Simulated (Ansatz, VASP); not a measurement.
# Ta2F in VASP and in Ansatz

INCAR

```
SYSTEM = Ta2F
PREC = Accurate
ENCUT = 520
EDIFF = 1E-7
ISMEAR = 0
SIGMA = 0.1
LREAL = .FALSE.
LASPH = .TRUE.
NELM = 150
ALGO = Normal
ISIF = 2
LWAVE = .FALSE.
LCHARG = .FALSE.
ISPIN = 2
MAGMOM = 1 1 1 1 0 0
LORBIT = 11
LMAXMIX = 4
GGA = PE
NBANDS = 42
```

Contents of KPOINTS:

```
Automatic mesh
0
G
  6 6 2
  0 0 0
```

File POSCAR:

```
Ta2F
1.0
    2.9351921368      0.0000000000      0.0000000000
   -1.4675960684      2.5419509555      0.0000000000
    0.0000000000      0.0000000000     13.2409130312
Ta F
4 2
Direct
    0.0000000000      0.0000000000      0.2849905402
    0.0000000000      0.0000000000      0.7150094598
    0.3333333333      0.6666666667      0.0951556383
    0.6666666667      0.3333333333      0.9048443617
    0.6666666667      0.3333333333      0.3936497281
    0.3333333333      0.6666666667      0.6063502719
```

Input for Ansatz:

```yaml
crystal:
  lattice:
    - [2.9351921368, 0.0, 0.0]
    - [-1.4675960684, 2.5419509555, 0.0]
    - [0.0, 0.0, 13.2409130312]
  atoms:
    - { symbol: Ta, position: [0.0, 0.0, 0.2849905402], spin: 1.0 }
    - { symbol: Ta, position: [0.0, 0.0, 0.7150094598], spin: 1.0 }
    - { symbol: Ta, position: [0.3333333333, 0.6666666667, 0.0951556383], spin: 1.0 }
    - { symbol: Ta, position: [0.6666666667, 0.3333333333, 0.9048443617], spin: 1.0 }
    - { symbol: F, position: [0.6666666667, 0.3333333333, 0.3936497281] }
    - { symbol: F, position: [0.3333333333, 0.6666666667, 0.6063502719] }
basis:
  ecutwfc: 420
kpoints:
  mp_grid: { grid: [6, 6, 2] }
hamiltonian:
  xc: pbe
scf:
  occupations: { method: gaussian, width: 0.1 }
  lower_state_search: "off"
output:
  forces: true
  stress: true
  eigenvalues: true
  populations: true
magnetization:
  spin_polarized: true
```

Alike in both runs: task single point; functional PBE; k mesh 6 × 6 × 2; occupations gaussian, width 0.1 eV; collinear spin.

```csv
,VASP,Ansatz
version,VASP 6.6.1,Ansatz 0.2.0
potentials or method,"VASP PAW PBE potentials, release 64 (Ta_pv, F), cutoff 520 eV","scalar-relativistic, plane waves, PAW"
valence electrons in the cell,58,66
```

Ansatz gave:

- gap on the k mesh at the Fermi level (eV): none
- pressure (GPa): 0.4
- rms of the force components (eV/Å): 0.029
- net moment per atom (μB): 0.00

Question: Estimate VASP's values.

Answer: gap on the k mesh at the Fermi level (eV): none; pressure (GPa): 0.5; rms of the force components (eV/Å): 0.046; net moment per atom (μB): 0.00.

Atom by atom the forces differ by 0.019 eV/Å (rms over components). A gap of «none» marks a metal or a gap that the smearing closes. VASP's potentials hold 58 valence electrons a cell and Ansatz's 66, so a difference there can come from the potentials and not from the codes. Ansatz's warnings: seeded moment not kept.

The k mesh is coarse, so the values compare programs but aren't converged. Spin-orbit coupling is off throughout.
